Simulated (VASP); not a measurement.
# Mg7Fe (P-6m2) in VASP: further runs

The runs below take Mg7Fe through single point, with PBE.

Program: VASP 6.6.1. These are calculated values, not measurements. Logs are shortened: lines on timing, memory, paths and dates and some standing lists are left out, and cuts for length are marked.

### Step 1. The cell of the first run

The structure is hexagonal, space group P-6m2 (No. 187). The conventional cell has a = 6.171 Å, b = 6.171 Å, c = 4.941 Å, α = 90.00°, β = 90.00°, γ = 120.00°. Within 3.9 Å of Fe (site symmetry -6m2) lie 12 Mg at 2.99 to 3.09 Å. Within 4.0 Å of Mg (site symmetry -6m2) lie 12 Mg at 3.05 to 3.09 Å. Within 3.8 Å of Mg (site symmetry mm2) lie 10 Mg at 2.90 to 3.27 Å and 2 Fe at 2.99 Å. Mg (site symmetry mm2) has 10 Mg at 3.05 to 3.09 Å and 2 Fe at 3.09 Å within 4.0 Å.

### Step 2. Single point, PBE, collinear spin, ferromagnetic start

Contents of INCAR:

```
SYSTEM = Mg7Fe
PREC = Accurate
ENCUT = 520
EDIFF = 1E-6
ISMEAR = -1
SIGMA = 0.05
LREAL = .FALSE.
LASPH = .TRUE.
NELM = 150
ALGO = Normal
ISIF = 2
LWAVE = .FALSE.
LCHARG = .FALSE.
ISPIN = 2
MAGMOM = 3 0 0 0 0 0 0 0
LORBIT = 11
LMAXMIX = 4
GGA = PE
NBANDS = 25
```

Contents of KPOINTS:

```
Automatic mesh
0
G
  5 5 6
  0 0 0
```

Contents of POSCAR:

```
Mg7Fe
1.0
    6.1707773668      0.0000000000      0.0000000000
   -3.0853886834      5.3440499607      0.0000000000
    0.0000000000      0.0000000000      4.9414031726
Fe Mg
1 7
Direct
    0.0000000000      0.0000000000      0.0000000000
    0.3333333333      0.6666666667      0.5000000000
    0.8431255000      0.6862510000      0.5000000000
    0.8431255000      0.1568745000      0.5000000000
    0.3137490000      0.1568745000      0.5000000000
    0.9992970000      0.4996485000      0.0000000000
    0.5003515000      0.4996485000      0.0000000000
    0.5003515000      0.0007030000      0.0000000000
```

Potentials or basis: VASP PAW PBE potentials, release 64 (Fe, Mg).

On the command line:

```sh
> cat potpaw_PBE.64/Fe/POTCAR potpaw_PBE.64/Mg/POTCAR > POTCAR
> mpirun -np 1 vasp_std > vasp.out
```

OUTCAR:

```text
SYSTEM = Mg7Fe
   PREC = Accurate
   ENCUT = 520
   EDIFF = 1E-6
   ISMEAR = -1
   LREAL = .FALSE.
   LASPH = .TRUE.
   NELM = 150
   ISIF = 2
   ISPIN = 2
   LORBIT = 11
   GGA = PE

 ion  position               nearest neighbor table
   1  0.000  0.000  0.000-   3 2.99   3 2.99   5 2.99   4 2.99   4 2.99   5 2.99   6 3.09   7 3.09
                             6 3.09   7 3.09   8 3.09   8 3.09
   2  0.333  0.667  0.500-   8 3.05   8 3.05   6 3.05   6 3.05   7 3.05   7 3.05   5 3.09   3 3.09
                             4 3.09   4 3.09   5 3.09   3 3.09
   3  0.843  0.686  0.500-   4 2.90   5 2.90   1 2.99   1 2.99   7 3.08   6 3.08   6 3.08   7 3.08
                             2 3.09   2 3.09   4 3.27   5 3.27
   4  0.843  0.157  0.500-   3 2.90   5 2.90   1 2.99   1 2.99   6 3.08   6 3.08   8 3.08   8 3.08
                             2 3.09   2 3.09   3 3.27   5 3.27
   5  0.314  0.157  0.500-   3 2.90   4 2.90   1 2.99   1 2.99   7 3.08   7 3.08   8 3.08   8 3.08
                             2 3.09   2 3.09   3 3.27   4 3.27
   6  0.999  0.500  0.000-   2 3.05   2 3.05   4 3.08   4 3.08   3 3.08   3 3.08   8 3.08   7 3.08
                             1 3.09   1 3.09   8 3.09   7 3.09
   7  0.500  0.500  0.000-   2 3.05   2 3.05   5 3.08   5 3.08   3 3.08   3 3.08   8 3.08   6 3.08
                             1 3.09   1 3.09   8 3.09   6 3.09
   8  0.500  0.001  0.000-   2 3.05   2 3.05   5 3.08   4 3.08   4 3.08   5 3.08   7 3.08   6 3.08
                             1 3.09   1 3.09   7 3.09   6 3.09

  LATTYP: Found a hexagonal cell.
 ALAT       =     6.1707773668
 C/A-ratio  =     0.8007748261

  Lattice vectors:

 A1 = (   6.1707773668,   0.0000000000,   0.0000000000)
 A2 = (  -3.0853886834,   5.3440499607,   0.0000000000)
 A3 = (   0.0000000000,   0.0000000000,   4.9414031726)

Analysis of symmetry for initial positions (statically):
=====================================================================
 Subroutine PRICEL returns:
 Original cell was already a primitive cell.

 Routine SETGRP: Setting up the symmetry group for a
 hexagonal supercell.

 Subroutine GETGRP returns: Found 12 space group operations
 (whereof 12 operations were pure point group operations)
 out of a pool of 24 trial point group operations.

The static configuration has the point symmetry D_3h.

Analysis of symmetry for dynamics (positions and initial velocities):
=====================================================================
 Subroutine PRICEL returns:
 Original cell was already a primitive cell.

 Routine SETGRP: Setting up the symmetry group for a
 hexagonal supercell.

 Subroutine GETGRP returns: Found 12 space group operations
 (whereof 12 operations were pure point group operations)
 out of a pool of 24 trial point group operations.

[... 166 lines left out ...]

  energy without entropy =      -17.67646008  energy(sigma->0) =      -17.69455485

 E-fermi :   2.9916     XC(G=0):  -9.0163

 val. band max:        2.9790092966   @ k =   0.0000   0.0000   0.0000
 cond. band min:       3.0005745607   @ k =   0.4000   0.2000   0.0000
 fundamental gap:      0.0215652641
 Fermi energy:         2.9916417884

 spin component 1

 k-point     1 :       0.0000    0.0000    0.0000
  band No.  band energies     occupation
      1      -4.1559      1.00000
      2       0.1092      1.00000
      3       0.2111      1.00000
      4       0.2111      1.00000
      5       0.6726      1.00000
      6       0.6726      1.00000
[... 509 lines left out ...]
     22       8.4059      0.00000
     23       8.8171      0.00000
 Fermi energy:         2.9916417884

 spin component 2

 k-point     1 :       0.0000    0.0000    0.0000
  band No.  band energies     occupation
      1      -4.1619      1.00000
      2       0.6520      1.00000
      3       0.7425      1.00000
      4       0.7425      1.00000
      5       0.8979      1.00000
      6       1.0445      1.00000
[... 509 lines left out ...]
     22       8.4742      0.00000
     23       8.9422      0.00000
 [bands above 23 left out]

------------------------ aborting loop because EDIFF is reached ----------------------------------------

  FORCE on cell =-STRESS in cart. coord.  units (eV):
  Direction    XX          YY          ZZ          XY          YZ          ZX
  --------------------------------------------------------------------------------------
  -------------------------------------------------------------------------------------
  Total        0.5640109      0.5640109      0.1405340      0.0000000      0.0000000      0.0000000
  in kB        5.5454575      5.5454575      1.3817555      0.0000000      0.0000000      0.0000000
  external PRESSURE =       4.1575568 kB  Pullay stress =       0.0000000 kB

 VOLUME and BASIS-vectors are now :
 -----------------------------------------------------------------------------
  energy-cutoff  :      520.00
  volume of cell :      162.95
      direct lattice vectors                 reciprocal lattice vectors
     6.170777367  0.000000000  0.000000000     0.162054137  0.093562000  0.000000000
    -3.085388683  5.344049961  0.000000000     0.000000000  0.187123999  0.000000000
     0.000000000  0.000000000  4.941403173     0.000000000  0.000000000  0.202371668

 POSITION                                       TOTAL-FORCE (eV/Angst)
 -----------------------------------------------------------------------------------
      0.00000      0.00000      0.00000        -0.000000     -0.000000     -0.000000
     -0.00000      3.56270      2.47070        -0.000000     -0.000000     -0.000000
      3.08539      3.66736      2.47070        -0.000000     -0.139093      0.000000
      4.71872      0.83835      2.47070        -0.120458      0.069547      0.000000
      1.45206      0.83835      2.47070         0.120458      0.069547      0.000000
      4.62483      2.67015      0.00000        -0.001391     -0.000803     -0.000000
      1.54595      2.67015      0.00000         0.001391     -0.000803     -0.000000
      3.08539      0.00376      0.00000        -0.000000      0.001606     -0.000000
 -----------------------------------------------------------------------------------
    total drift:                                0.000000     -0.000000      0.000000

  FREE ENERGIE OF THE ION-ELECTRON SYSTEM (eV)
  ---------------------------------------------------
  free  energy   TOTEN  =       -17.7126496232 eV

  energy  without entropy=      -17.6764600841  energy(sigma->0) =      -17.69455485

 total charge

# of ion       s       p       d       tot
------------------------------------------
    1        0.369   0.247   6.141   6.756
    2        0.220   0.144   0.014   0.378
    3        0.211   0.144   0.015   0.370
    4        0.211   0.144   0.015   0.370
    5        0.211   0.144   0.015   0.370
    6        0.206   0.144   0.014   0.363
    7        0.206   0.144   0.014   0.363
    8        0.206   0.144   0.014   0.363
--------------------------------------------------
tot          1.840   1.253   6.242   9.335

 magnetization (x)

# of ion       s       p       d       tot
------------------------------------------
    1        0.030   0.016   2.597   2.644
    2        0.004   0.009  -0.001   0.013
    3       -0.007  -0.004  -0.001  -0.011
    4       -0.007  -0.004  -0.001  -0.011
    5       -0.007  -0.004  -0.001  -0.011
    6       -0.005  -0.007  -0.001  -0.013
    7       -0.005  -0.007  -0.001  -0.013
    8       -0.005  -0.007  -0.001  -0.013
--------------------------------------------------
tot         -0.001  -0.006   2.592   2.584
```

OSZICAR:

```text
N       E                     dE             d eps       ncg     rms          rms(c)
DAV:   1     0.476396897187E+02    0.47640E+02   -0.69016E+03  2000   0.672E+02
DAV:   2    -0.164697946425E+02   -0.64109E+02   -0.56261E+02  2047   0.116E+02
DAV:   3    -0.193166381557E+02   -0.28468E+01   -0.27571E+01  2622   0.285E+01
DAV:   4    -0.193650857765E+02   -0.48448E-01   -0.48347E-01  2302   0.331E+00
DAV:   5    -0.193661686082E+02   -0.10828E-02   -0.10827E-02  2651   0.607E-01    0.150E+01
DAV:   6    -0.409438405521E+02   -0.21578E+02   -0.10073E+02  2447   0.103E+02    0.551E+01
DAV:   7    -0.197521936331E+02    0.21192E+02   -0.25000E+01  2617   0.486E+01    0.197E+01
DAV:   8    -0.176567267574E+02    0.20955E+01   -0.63306E+00  3053   0.233E+01    0.402E+00
DAV:   9    -0.177184618394E+02   -0.61735E-01   -0.29568E-01  2608   0.377E+00    0.255E+00
DAV:  10    -0.177190161578E+02   -0.55432E-03   -0.20532E-01  2582   0.369E+00    0.126E+00
DAV:  11    -0.177134725401E+02    0.55436E-02   -0.20038E-02  2578   0.700E-01    0.508E-01
DAV:  12    -0.177121230540E+02    0.13495E-02   -0.82761E-03  3122   0.701E-01    0.263E-01
DAV:  13    -0.177128270761E+02   -0.70402E-03   -0.15296E-03  3054   0.232E-01    0.374E-01
DAV:  14    -0.177127444147E+02    0.82661E-04   -0.81707E-04  2824   0.219E-01    0.241E-01
DAV:  15    -0.177126554217E+02    0.88993E-04   -0.42324E-04  2825   0.156E-01    0.128E-01
DAV:  16    -0.177126457656E+02    0.96561E-05   -0.33559E-04  3042   0.118E-01    0.296E-02
DAV:  17    -0.177126497588E+02   -0.39932E-05   -0.65460E-05  2957   0.627E-02    0.243E-02
DAV:  18    -0.177126496232E+02    0.13563E-06   -0.37272E-06  1982   0.150E-02
   1 F= -.17712650E+02 E0= -.17694555E+02  d E =-.361895E-01  mag=     2.4286
```

Run time: 3 min. Hardware: 1 thread of Intel Xeon 6975P-C (Granite Rapids), shared host; peak memory 0.4 GiB.

Results:

* Free energy: -17.7126 eV
* Pressure: 0.4 GPa
* Largest force: 0.139 eV/Å
* Net moment: 2.43 μB per cell
* Site moments: Fe +2.64; Mg +0.01, -0.01 (each value once) μB
* Valence electrons inside the program's atomic spheres: Fe 6.76; Mg 0.38, 0.37, 0.36 (each value once)

Forces in eV/Å, atoms in the order of the input:
```
Fe   0.000  0.000  0.000
Mg   0.000  0.000  0.000
Mg   0.000 -0.139  0.000
Mg  -0.120  0.070  0.000
Mg   0.120  0.070  0.000
Mg  -0.001 -0.001  0.000
Mg   0.001 -0.001  0.000
Mg   0.000  0.002  0.000
```

### Step 3. Single point, PBE, collinear spin, ferromagnetic start

This run uses another cell than the first one, of 20.77 Å³/atom.

Changes to INCAR since step 2:

```diff
@@ -3,3 +3,3 @@
 ENCUT = 520
-EDIFF = 1E-6
+EDIFF = 1E-7
 ISMEAR = -1
@@ -12,3 +12,3 @@
 LWAVE = .FALSE.
-LCHARG = .FALSE.
+LCHARG = .TRUE.
 ISPIN = 2
@@ -18,2 +18,4 @@
 GGA = PE
+LELF = .TRUE.
+LVHAR = .TRUE.
 NBANDS = 25
```

Contents of KPOINTS:

```
regular mesh
0
G
  5 5 6
  0 0 0
```

Changes to POSCAR since step 2:

```diff
@@ -2,5 +2,5 @@
 1.0
-    6.1707773668      0.0000000000      0.0000000000
-   -3.0853886834      5.3440499607      0.0000000000
-    0.0000000000      0.0000000000      4.9414031726
+    6.2108484725      0.0000000000      0.0000000000
+   -3.1054242363      5.3787525562      0.0000000000
+    0.0000000000      0.0000000000      4.9734911053
 Fe Mg
```

Potentials or basis: VASP PAW PBE potentials, release 64 (Fe, Mg).

On the command line:

```sh
> cat potpaw_PBE.64/Fe/POTCAR potpaw_PBE.64/Mg/POTCAR > POTCAR
> mpirun -np 1 vasp_std > vasp.out
```

Wall time 3.5 min (1 thread of Intel Xeon 6975P-C (Granite Rapids), shared host); peak memory 0.42 GiB.

The run converged. Its results:

- Free energy: -17.7145 eV
- Pressure: -0.3 GPa
- Largest force: 0.125 eV/Å
- Net moment: 2.45 μB per cell
- Site moments: Fe +2.68; Mg +0.01, -0.01 (each value once) μB
- Valence electrons inside the program's atomic spheres: Fe 6.74; Mg 0.37, 0.36 (each value once)

Forces in eV/Å, atoms in the order of the input:
```
Fe   0.000  0.000  0.000
Mg   0.000  0.000  0.000
Mg   0.000 -0.125  0.000
Mg  -0.108  0.062  0.000
Mg   0.108  0.062  0.000
Mg   0.000  0.000  0.000
Mg   0.000  0.000  0.000
Mg   0.000  0.000  0.000
```

Stress tensor (GPa, compression positive):
```
-0.20  0.00  0.00
 0.00 -0.20  0.00
 0.00  0.00 -0.56
```

Levels at points of the mesh, in eV from the Fermi level:
Spin up:
```
           k point  band 11  band 12  band 13  band 14  band 15  band 16
(0.00, 0.00, 0.00)    -1.38    -1.29    -1.29    -0.20     3.11     3.24
(0.00, 0.00, 0.50)    -0.91    -0.55    -0.55    -0.21    -0.11     0.51
```
Spin down:
```csv
k point,band 6,band 7,band 8,band 9,band 10,band 11,band 12,band 13,band 14,band 15
"(0.00, 0.00, 0.00)",-1.94,-1.94,-1.44,-0.99,0.00,0.00,0.48,0.48,0.90,3.17
"(0.00, 0.00, 0.50)",-1.03,-1.00,-0.93,-0.74,-0.74,-0.61,-0.61,-0.39,-0.18,0.56
```

(Part 1 of 2 ends here.)
